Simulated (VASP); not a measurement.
Wanted: the native input for a VASP 6.6.1 run.

```yaml
Task: single point
Functional: PBEsol
Potentials_or_basis: VASP PAW PBE potentials, release 64 (Ge_d)
Cutoff: 520 eV
k_mesh: 20 × 20 × 20
Occupations: gaussian, width 0.15 eV
Spin: no spin polarisation
Dipole_correction: no
Further_INCAR_settings: ALGO = Normal; EDIFF = 1e-06; NBANDS = 21
```

The structure of Ge lies in POSCAR:

```
Ge
1.0
   -2.6517244106      2.6517244106      1.3974126432
    2.6517244106     -2.6517244106      1.3974126432
    2.6517244106      2.6517244106     -1.3974126432
Ge
2
Direct
    0.2500000000      0.7500000000      0.5000000000
    0.5000000000      0.5000000000      0.0000000000
```

This cell differs from its parent crystal: strain +0.030 along x and y, +0.000 along z.

One way to write it, as run:

INCAR

```
PREC = Accurate
ENCUT = 520
EDIFF = 1E-6
ISMEAR = 0
SIGMA = 0.15
LREAL = F
LASPH = T
NELM = 60
ALGO = Normal
ISIF = 2
LWAVE = F
LCHARG = F
GGA = PS
NBANDS = 21
```

KPOINTS

```
Automatic mesh
0
Gamma
  20 20 20
```

Potentials or basis: VASP PAW PBE potentials, release 64 (Ge_d).

Run with:

```console
$ cat potpaw_PBE.64/Ge_d/POTCAR > POTCAR
$ mpirun -np 1 vasp_std > vasp.out
```

Results of the run:

```yaml
Pressure: -4.6 GPa
Band_gap_on_the_k_mesh: zero (bands 14 and 15 overlap by 4.68 eV)
```

Caveat: the cell differs from its parent crystal (strain +0.030 along x and y, +0.000 along z); the cell stands under tension; the PAW data sets were made with another functional, which shifts forces and pressure a little.

Run time: 2.9 min on 1 thread of Intel(R) Xeon(R) 6975P-C (Granite Rapids) (shared host), peak memory 0.49 GiB.
